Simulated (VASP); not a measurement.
A run of VASP 6.6.1:

Contents of POSCAR:

```
Ir
1.0
    2.7850757927      0.0000000000      0.0000000000
   -1.3925378964      2.4119463880      0.0000000000
    0.0000000000      0.0000000000      4.3815660710
Ir
2
Direct
    0.3333333333      0.6666666667      0.2500000000
    0.6666666667      0.3333333333      0.7500000000
```

File INCAR.step1:

```
ALGO     = Normal         # electronic algorithm
EDIFF    = 1E-5           # SCF threshold, eV
ENCUT    = 420            # plane-wave cutoff, eV
GGA      = PE             # functional
GGA_COMPAT= F            
ISIF     = 2              # what is computed and relaxed
ISMEAR   = -1             # smearing method
LASPH    = T              # aspherical terms in the spheres
LCHARG   = F              # write CHGCAR
LREAL    = F              # projectors in reciprocal space
LWAVE    = T              # write WAVECAR
NBANDS   = 24             # bands
NELM     = 120            # most SCF steps
PREC     = Accurate       # precision mode
SIGMA    = 0.05           # smearing width, eV
```

Contents of INCAR.step2:

```
AEXX     = 0.2            # exact-exchange fraction
AGGAC    = 0.81         
AGGAX    = 0.72         
ALDAC    = 0.19         
ALGO     = Normal         # electronic algorithm
EDIFF    = 1E-6           # SCF threshold, eV
ENCUT    = 420            # plane-wave cutoff, eV
GGA      = B3             # functional
GGA_COMPAT= F            
ISIF     = 2              # what is computed and relaxed
ISMEAR   = -1             # smearing method
ISTART   = 1            
LASPH    = T              # aspherical terms in the spheres
LCHARG   = F              # write CHGCAR
LHFCALC  = T              # exact exchange
LREAL    = F              # projectors in reciprocal space
LWAVE    = F              # write WAVECAR
NBANDS   = 24             # bands
NELM     = 120            # most SCF steps
PREC     = Accurate       # precision mode
PRECFOCK = Normal       
SIGMA    = 0.05           # smearing width, eV
```

File KPOINTS:

```
k-points
0
Gamma
  6 6 3
```

Potentials or basis: VASP PAW PBE potentials, release 64 (Ir_sv_GW).

Command:

```sh
$ cat potpaw_PBE.64/Ir_sv_GW/POTCAR > POTCAR
$ cp INCAR.step1 INCAR
$ mpirun -np 1 vasp_std > vasp.out
$ cp INCAR.step2 INCAR
$ mpirun -np 1 vasp_std > vasp.out
```

Hardware: 1 thread of Intel(R) Xeon(R) Platinum 8259CL CPU @ 2.50GHz (Skylake/Cascade Lake), on a shared host.

Question: How long does it take, and how much memory?

Answer: It took 34 min on 1 thread of Intel(R) Xeon(R) Platinum 8259CL CPU @ 2.50GHz (Skylake/Cascade Lake), on a shared host, peak memory 0.15 GiB. Counts: k points 14.
